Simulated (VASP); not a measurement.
# In3As (Pm-3m) in VASP: further runs

In3As is run at these levels: PBE; tasks: single point.

Everything below comes from runs of VASP 6.6.1. Logs are shortened: lines on timing, memory, paths and dates and some standing lists are left out, and cuts for length are marked.

## (1) The cell of the first run

It takes space group Pm-3m (No. 221, cubic). The conventional cell has a = 4.510 Å, b = 4.510 Å, c = 4.510 Å, α = 90.00°, β = 90.00°, γ = 90.00°. In (site symmetry 4/mmm) has 8 In at 3.19 Å and 4 As at 3.19 Å within 4.2 Å. Within 4.2 Å of As (site symmetry m-3m) lie 12 In at 3.19 Å.

## (2) Single point, PBE (strained)

INCAR

```
ALGO     = Fast           # electronic algorithm
EDIFF    = 1E-7           # SCF threshold, eV
ENCUT    = 520            # plane-wave cutoff, eV
GGA      = PE             # functional
ISIF     = 2              # what is computed and relaxed
ISMEAR   = 0              # smearing method
LASPH    = True           # aspherical terms in the spheres
LCHARG   = True           # write CHGCAR
LELF     = True           # ELF
LREAL    = False          # projectors in reciprocal space
LVHAR    = True         
LWAVE    = False          # write WAVECAR
NBANDS   = 30             # bands
NELM     = 60             # most SCF steps
PREC     = Accurate       # precision mode
SIGMA    = 0.1            # smearing width, eV
```

KPOINTS

```
k-points
0
Gamma
  10 10 10
```

POSCAR

```
In3As
1.0
    4.5104145719      0.0000000000      0.0000000000
    0.0000000000      4.5104145719      0.0000000000
    0.0000000000      0.0000000000      4.5104145719
In As
3 1
Direct
    0.0000000000      0.5000000000      0.5000000000
    0.5000000000      0.0000000000      0.5000000000
    0.5000000000      0.5000000000      0.0000000000
    0.0000000000      0.0000000000      0.0000000000
```

Potentials or basis: VASP PAW PBE potentials, release 64 (In_d, As).

Started as:

```
$ cat potpaw_PBE.64/In_d/POTCAR potpaw_PBE.64/As/POTCAR > POTCAR
$ mpirun -np 1 vasp_std > vasp.out
```

OUTCAR:

```text
EDIFF = 1E-7
   ENCUT = 520
   GGA = PE
   ISIF = 2
   ISMEAR = 0
   LASPH = True
   LREAL = False
   NELM = 60
   PREC = Accurate

 ion  position               nearest neighbor table
   1  0.000  0.500  0.500-   2 3.19   3 3.19   4 3.19   3 3.19   4 3.19   2 3.19   4 3.19   4 3.19
                             2 3.19   3 3.19   3 3.19   2 3.19
   2  0.500  0.000  0.500-   1 3.19   3 3.19   4 3.19   3 3.19   4 3.19   1 3.19   3 3.19   3 3.19
                             1 3.19   4 3.19   4 3.19   1 3.19
   3  0.500  0.500  0.000-   1 3.19   2 3.19   4 3.19   1 3.19   2 3.19   2 3.19   4 3.19   2 3.19
                             1 3.19   4 3.19   1 3.19   4 3.19
   4  0.000  0.000  0.000-   1 3.19   2 3.19   3 3.19   1 3.19   2 3.19   1 3.19   3 3.19   1 3.19
                             2 3.19   3 3.19   2 3.19   3 3.19

  LATTYP: Found a simple cubic cell.
 ALAT       =     4.5104145719

  Lattice vectors:

 A1 = (   4.5104145719,   0.0000000000,   0.0000000000)
 A2 = (   0.0000000000,   4.5104145719,   0.0000000000)
 A3 = (   0.0000000000,   0.0000000000,   4.5104145719)

Analysis of symmetry for initial positions (statically):
=====================================================================
 Subroutine PRICEL returns:
 Original cell was already a primitive cell.

 Routine SETGRP: Setting up the symmetry group for a
 simple cubic supercell.

 Subroutine GETGRP returns: Found 48 space group operations
 (whereof 48 operations were pure point group operations)
 out of a pool of 48 trial point group operations.

The static configuration has the point symmetry O_h .

Analysis of symmetry for dynamics (positions and initial velocities):
=====================================================================
 Subroutine PRICEL returns:
 Original cell was already a primitive cell.

 Routine SETGRP: Setting up the symmetry group for a
 simple cubic supercell.

 Subroutine GETGRP returns: Found 48 space group operations
 (whereof 48 operations were pure point group operations)
 out of a pool of 48 trial point group operations.

The dynamic configuration has the point symmetry O_h .

 Subroutine INISYM returns: Found 48 space group operations
 (whereof 48 operations are pure point group operations),
 and found     1 'primitive' translations

----------------------------------------------------------------------------------------

[... 96 lines left out ...]
   EDIFF  = 0.1E-06   stopping-criterion for ELM
   LREAL  =      F    real-space projection
   EDIFFG = 0.1E-05   stopping-criterion for IOM
   NSW    =      0    number of steps for IOM
   IBRION =     -1    ionic relax: 0-MD 1-quasi-New 2-CG
   NFREE  =      0    steps in history (QN), initial steepest desc. (CG)
   ISIF   =      2    stress and relaxation
   ISYM   =      2    0-nonsym 1-usesym 2-fastsym
   POTIM  = 0.5000    time-step for ionic-motion
   TEBEG  =    0.0;   TEEND  =   0.0 temperature during run
   PSTRESS=    0.0 pullay stress
   NELECT =      44.0000    total number of electrons
   NUPDOWN=      -1.0000    fix difference up-down
   EMIN   =  10.00;   EMAX   =-10.00  energy-range for DOS
   EFERMI =   0.00;   METHOD = LEGACY
   ISMEAR =     0;   SIGMA  =   0.10  broadening in eV -4-tet -1-fermi 0-gaus
   EFERMI_NEDOS =   21; number of points for ismear=-14 and -15
   IALGO  =     68    algorithm
   IMIX   =      4    mixing-type and parameters
     AMIX     =   0.40;   BMIX     =  1.00
     AMIX_MAG =   1.60;   BMIX_MAG =  1.00
  volume/ion in A,a.u.               =      22.94       154.81
  Fermi-wavevector in a.u.,A,eV,Ry     =   1.281374  2.421446 22.339671  1.641919
  Thomas-Fermi vector in A             =   2.413748
   LORBIT       =      0    0 simple, 1 ext, 2 COOP (PROOUT), +10 PAW based schemes
   GGA     = PE    functional components
   LHFCALC =     F    Hartree Fock is set to
   AEXX    =    0.0000 exact exchange contribution
   IVDW    =     0    specifies the selected vdW correction
   LEPSILON=     F    determine dielectric tensor
   LRPA    =     F    only Hartree local field effects (RPA)
 non-spin polarized calculation
 RMM-DIIS sequential band-by-band and
 Gauss-broadening in eV      SIGMA  =   0.10
  energy-cutoff  :      520.00
  volume of cell :       91.76
 maximum number of plane-waves:      2517
 NGX is ok and might be reduce to    36
   NGX = 17   NGY = 17   NGZ = 17

 number of electron      44.0000043 magnetization

 Free energy of the ion-electron system (eV)
  ---------------------------------------------------
  ext. energy  EPLUGINS =         0.00000000
  ---------------------------------------------------
  free energy    TOTEN  =       -11.85140670 eV

  energy without entropy =      -11.83833397  energy(sigma->0) =      -11.84487033

 E-fermi :   7.9151     XC(G=0): -10.6434

 val. band max:        7.9096836952   @ k =   0.2000   0.1000   0.0000
 cond. band min:       7.9315052200   @ k =   0.4000   0.0000   0.0000
 fundamental gap:      0.0218215249
 Fermi energy:         7.9150582125

 k-point     1 :       0.0000    0.0000    0.0000
  band No.  band energies     occupation
      1      -7.0400      2.00000
      2      -7.0066      2.00000
      3      -7.0066      2.00000
      4      -7.0066      2.00000
      5      -6.8000      2.00000
      6      -6.8000      2.00000
[... 781 lines left out ...]
     29      13.8286      0.00000
     30      15.7940      0.00000

 [... further k-points ...]

------------------------ aborting loop because EDIFF is reached ----------------------------------------

  FORCE on cell =-STRESS in cart. coord.  units (eV):
  Direction    XX          YY          ZZ          XY          YZ          ZX
  --------------------------------------------------------------------------------------
  -------------------------------------------------------------------------------------
  Total        3.5251067      3.5251067      3.5251067      0.0000000      0.0000000      0.0000000
  in kB       61.5507661     61.5507661     61.5507661      0.0000000      0.0000000      0.0000000
  external PRESSURE =      61.5507661 kB  Pullay stress =       0.0000000 kB

 VOLUME and BASIS-vectors are now :
 -----------------------------------------------------------------------------
  energy-cutoff  :      520.00
  volume of cell :       91.76
      direct lattice vectors                 reciprocal lattice vectors
     4.510414572  0.000000000  0.000000000     0.221709110  0.000000000  0.000000000
     0.000000000  4.510414572  0.000000000     0.000000000  0.221709110  0.000000000
     0.000000000  0.000000000  4.510414572     0.000000000  0.000000000  0.221709110

 POSITION                                       TOTAL-FORCE (eV/Angst)
 -----------------------------------------------------------------------------------
      0.00000      2.25521      2.25521         0.000000      0.000000      0.000000
      2.25521      0.00000      2.25521         0.000000      0.000000      0.000000
      2.25521      2.25521      0.00000         0.000000      0.000000      0.000000
      0.00000      0.00000      0.00000         0.000000      0.000000      0.000000
 -----------------------------------------------------------------------------------
    total drift:                                0.000000      0.000000      0.000000

  FREE ENERGIE OF THE ION-ELECTRON SYSTEM (eV)
  ---------------------------------------------------
  free  energy   TOTEN  =       -11.8514066977 eV

  energy  without entropy=      -11.8383339685  energy(sigma->0) =      -11.84487033
```

OSZICAR:

```text
N       E                     dE             d eps       ncg     rms          rms(c)
DAV:   1     0.396764249277E+03    0.39676E+03   -0.21181E+04  3360   0.197E+03
[... 14 lines left out ...]
RMM:  16    -0.118514081307E+02    0.13978E-05   -0.54899E-07  3236   0.502E-03    0.279E-02
RMM:  17    -0.118514066748E+02    0.14560E-05   -0.33241E-07  2924   0.525E-03    0.603E-03
RMM:  18    -0.118514064455E+02    0.22929E-06   -0.10452E-07  2005   0.248E-03    0.124E-02
RMM:  19    -0.118514062969E+02    0.14856E-06   -0.46961E-08  1955   0.210E-03    0.164E-02
RMM:  20    -0.118514064425E+02   -0.14564E-06   -0.37221E-08  2002   0.193E-03    0.117E-02
RMM:  21    -0.118514066838E+02   -0.24130E-06   -0.33352E-08  2156   0.147E-03    0.596E-03
RMM:  22    -0.118514066977E+02   -0.13893E-07   -0.21444E-08  2085   0.125E-03
   1 F= -.11851407E+02 E0= -.11844870E+02  d E =-.130727E-01
```

stdout:

```text
POSCAR found type information on POSCAR InAs
 POSCAR found :  2 types and       4 ions
 scaLAPACK will be used
 LDA part: xc-table for (Slater+PW92), standard interpolation
 POSCAR, INCAR and KPOINTS ok, starting setup
 FFT: planning ... GRIDC
 FFT: planning ... GRID_SOFT
 FFT: planning ... GRID
 WAVECAR not read
 entering main loop
 num prob RMM:  18    -0.118514064455E+02    0.22929E-06   -0.10452E-07  2005   0.248E-03    0.124E-02
 num prob  num prob RMM:  19    -0.118514062969E+02    0.14856E-06   -0.46961E-08  1955   0.210E-03    0.164E-02
 num prob  num prob RMM:  20    -0.118514064425E+02   -0.14564E-06   -0.37221E-08  2002   0.193E-03    0.117E-02
WARNING in EDDRMM: call to ZHEGV failed, returncode =   6  3     29
 num prob RMM:  21    -0.118514066838E+02   -0.24130E-06   -0.33352E-08  2156   0.147E-03    0.596E-03
 num prob  num prob RMM:  22    -0.118514066977E+02   -0.13893E-07   -0.21444E-08  2085   0.125E-03
```

It took 1.8 min on 1 thread of Intel Xeon 6975P-C (Granite Rapids), shared host; peak memory 0.29 GiB.

Results:

| Item | Value |
| --- | --- |
| Free energy | -11.8514 eV |
| Pressure | 6.2 GPa |
| Band gap on the k mesh | zero (bands 22 and 23 overlap by 4.51 eV) |

Levels at points of the mesh, in eV from the Fermi level:
| k point | band 19 | band 20 | band 21 | band 22 | band 23 | band 24 | band 25 | band 26 |
| --- | --- | --- | --- | --- | --- | --- | --- | --- |
| (0.00, 0.00, 0.00) | -3.36 | -3.36 | -1.78 | -1.78 | 2.14 | 2.14 | 2.14 | 4.76 |
| (0.50, 0.00, 0.00) | -1.91 | -1.91 | -0.89 | -0.26 | -0.26 | -0.10 | 1.26 | 5.02 |
| (0.50, 0.50, 0.00) | -6.31 | -0.97 | -0.51 | 0.60 | 0.60 | 1.86 | 1.86 | 1.96 |
| (0.50, 0.50, 0.50) | -4.59 | -4.36 | -4.36 | -4.36 | -3.88 | 5.14 | 5.14 | 5.14 |

Caveat: the cell differs from its parent crystal (strained); the cell stands under pressure; spin-orbit coupling is left out, which moves the levels of the heavy elements.

## (3) Single point, PBE (strained)

INCAR

```
PREC     = Accurate       # precision mode
ENCUT    = 520            # plane-wave cutoff, eV
EDIFF    = 1E-7           # SCF threshold, eV
ISMEAR   = 0              # smearing method
SIGMA    = 0.1            # smearing width, eV
LREAL    = False          # projectors in reciprocal space
LASPH    = True           # aspherical terms in the spheres
NELM     = 60             # most SCF steps
ALGO     = Fast           # electronic algorithm
ISIF     = 2              # what is computed and relaxed
LWAVE    = False          # write WAVECAR
LCHARG   = False          # write CHGCAR
GGA      = PE             # functional
NBANDS   = 30             # bands
```

KPOINTS

```
regular mesh
0
Gamma
  10 10 10
```

POSCAR

```
In3As
1.0
    4.6398201356      0.0000000000      0.0000000000
    0.0000000000      4.6398201356      0.0000000000
    0.0000000000      0.0000000000      4.6398201356
In As
3 1
Direct
    0.0000000000      0.5000000000      0.5000000000
    0.5000000000      0.0000000000      0.5000000000
    0.5000000000      0.5000000000      0.0000000000
    0.0000000000      0.0000000000      0.0000000000
```

Potentials or basis: VASP PAW PBE potentials, release 64 (In_d, As).

Started as:

```
$ cat potpaw_PBE.64/In_d/POTCAR potpaw_PBE.64/As/POTCAR > POTCAR
$ mpirun -np 1 vasp_std > vasp.out
```

It took 2.2 min on 1 thread of Intel Xeon 6975P-C (Granite Rapids), shared host; peak memory 0.3 GiB.

Results (log left out):

- Free energy: -12.0299 eV
- Pressure: 1.2 GPa
- Band gap on the k mesh: zero (bands 22 and 23 overlap by 3.95 eV)

Levels at points of the mesh, in eV from the Fermi level:
```
           k point  band 19  band 20  band 21  band 22  band 23  band 24  band 25  band 26
(0.00, 0.00, 0.00)    -2.94    -2.94    -1.85    -1.85     2.11     2.11     2.11     4.62
(0.50, 0.00, 0.00)    -1.63    -1.63    -1.13    -0.06    -0.06     0.01     1.45     4.76
(0.50, 0.50, 0.00)    -5.89    -0.79    -0.39     0.48     0.48     1.81     1.95     1.95
(0.50, 0.50, 0.50)    -4.22    -4.05    -4.05    -4.05    -3.44     4.80     4.80     4.80
```

Caveat: the cell differs from its parent crystal (strained); spin-orbit coupling is left out, which moves the levels of the heavy elements.

## (4) Single point, PBE (strained)

INCAR

```
SYSTEM = In3As
  PREC = Accurate
  ENCUT = 520
  EDIFF = 1E-6
  ISMEAR = 0
  SIGMA = 0.1
  LREAL = .FALSE.
  LASPH = .TRUE.
  NELM = 100
  ALGO = Fast
  ISIF = 2
  LWAVE = .FALSE.
  LCHARG = .FALSE.
  GGA = PE
  NBANDS = 30
```

KPOINTS

```
regular mesh
0
G
  10 10 10
  0 0 0
```

POSCAR

```
In3As
1.0
    4.8275749950      0.0000000000      0.0000000000
    0.0000000000      4.8275749950      0.0000000000
    0.0000000000      0.0000000000      4.8275749950
In As
3 1
Direct
    0.0000000000      0.5000000000      0.5000000000
    0.5000000000      0.0000000000      0.5000000000
    0.5000000000      0.5000000000      0.0000000000
    0.0000000000      0.0000000000      0.0000000000
```

Started as:

```
$ cat potpaw_PBE.64/In_d/POTCAR potpaw_PBE.64/As/POTCAR > POTCAR
$ mpirun -np 1 vasp_std > vasp.out
```

It took 86 s on 1 thread of Intel Xeon 6975P-C (Granite Rapids), shared host; peak memory 0.31 GiB.

The run converged. Its results:

| Property | Result |
| --- | --- |
| Free energy | -11.9460 eV |
| Pressure | -2.9 GPa |
| Band gap on the k mesh | zero (bands 22 and 23 overlap by 3.26 eV) |

Levels at points of the mesh, in eV from the Fermi level:
| k point | band 18 | band 19 | band 20 | band 21 | band 22 | band 23 | band 24 | band 25 | band 26 | band 27 |
| --- | --- | --- | --- | --- | --- | --- | --- | --- | --- | --- |
| (0.00, 0.00, 0.00) | -2.41 | -2.41 | -2.41 | -1.99 | -1.99 | 2.04 | 2.04 | 2.04 | 4.39 | 4.39 |
| (0.50, 0.00, 0.00) | -4.27 | -1.46 | -1.28 | -1.28 | 0.13 | 0.17 | 0.17 | 1.66 | 4.23 | 4.42 |
| (0.50, 0.50, 0.00) | -5.44 | -5.39 | -0.56 | -0.24 | 0.34 | 0.34 | 1.59 | 2.03 | 2.03 | 2.10 |
| (0.50, 0.50, 0.50) | -4.07 | -4.07 | -3.39 | -3.39 | -3.39 | -2.90 | 4.35 | 4.35 | 4.35 | 8.12 |

Caveat: the cell differs from its parent crystal (strained); spin-orbit coupling is left out, which moves the levels of the heavy elements.

## (5) Summary

| cell | further INCAR settings | gap on the mesh (eV) | pressure (GPa) |
| --- | --- | --- | --- |
| a = 4.510 Å, 4 atoms | ALGO = Fast; EDIFF = 1e-07; NBANDS = 30 | none | 6.2 |
| a = 4.640 Å, 4 atoms | ALGO = Fast; EDIFF = 1e-07; NBANDS = 30 | none | 1.2 |
| a = 4.828 Å, 4 atoms | ALGO = Fast; EDIFF = 1e-06; NBANDS = 30 | none | -2.9 |

Alike in all rows: task single point; level PBE; potentials or basis VASP PAW PBE potentials, release 64 (In_d, As); no spin polarisation; k mesh 10 × 10 × 10; cutoff (eV) 520; smearing gaussian 0.1 eV.

Caveats: spin-orbit coupling is left out, which moves the levels of the heavy elements; the cell stands under pressure (at least some runs).

Absolute energies hang on the potentials; compare differences alone.

The gap in the log of VASP goes by the Fermi energy; the results here count the filled bands.